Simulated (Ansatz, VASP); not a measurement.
**Ba: VASP beside Ansatz**

File INCAR:

```
  PREC = Accurate
  ENCUT = 520
  EDIFF = 1E-6
  ISMEAR = -1
  SIGMA = 0.1
  LREAL = False
  LASPH = True
  NELM = 60
  ALGO = Normal
  ISIF = 2
  LWAVE = False
  LCHARG = False
  GGA = PS
  NBANDS = 11
```

KPOINTS

```
Automatic mesh
0
Gamma
  9 9 9
```

Contents of POSCAR:

```
Ba
1.0
    3.6492086223      0.0000000000      0.0000000000
    0.0000000000      3.6492086223      0.0000000000
    0.0000000000      0.0000000000      3.6492086223
Ba
1
Direct
    0.0000000000      0.0000000000      0.0000000000
```

Input for Ansatz:

```yaml
crystal:
  lattice:
    - [3.6492086223, 0.0, 0.0]
    - [0.0, 3.6492086223, 0.0]
    - [0.0, 0.0, 3.6492086223]
  atoms:
    - { symbol: Ba, position: [0.0, 0.0, 0.0] }
hamiltonian:
  xc: pbesol
  pseudopotentials:
    kind: paw
    azcp:
      Ba: "pseudopotentials/Ba.paw.azcp"
basis:
  ecutwfc: 420
  fft_grid_basis: typed
kpoints:
  mp_grid: { grid: [9, 9, 9], shift: [0, 0, 0] }
magnetization:
  spin_polarized: false
scf:
  occupations: { method: fermi_dirac, width: 0.1 }
  lower_state_search: "off"
output:
  stress: true
  write_density: true
  write_potential: true
  elf: true
  volumetric_format: npy
```

Alike in both runs: task single point; functional PBEsol; k mesh 9 × 9 × 9; occupations fermi-dirac, width 0.1 eV; no spin polarisation.

```csv
,VASP,Ansatz
version,VASP 6.6.1,Ansatz 0.2.0
potentials or method,"VASP PAW PBE potentials, release 64 (Ba_sv), cutoff 520 eV","plane waves (420 eV) with PAW, scalar-relativistic"
valence electrons in the cell,10,10
```

Ansatz gave:

- pressure (GPa): 1.3

Question: Estimate VASP's values.

Answer: Pressure (GPa): 1.7.

VASP's potentials were made for PBE, not for PBEsol, and Ansatz warns of the same on its side.

Spin-orbit coupling is off throughout.
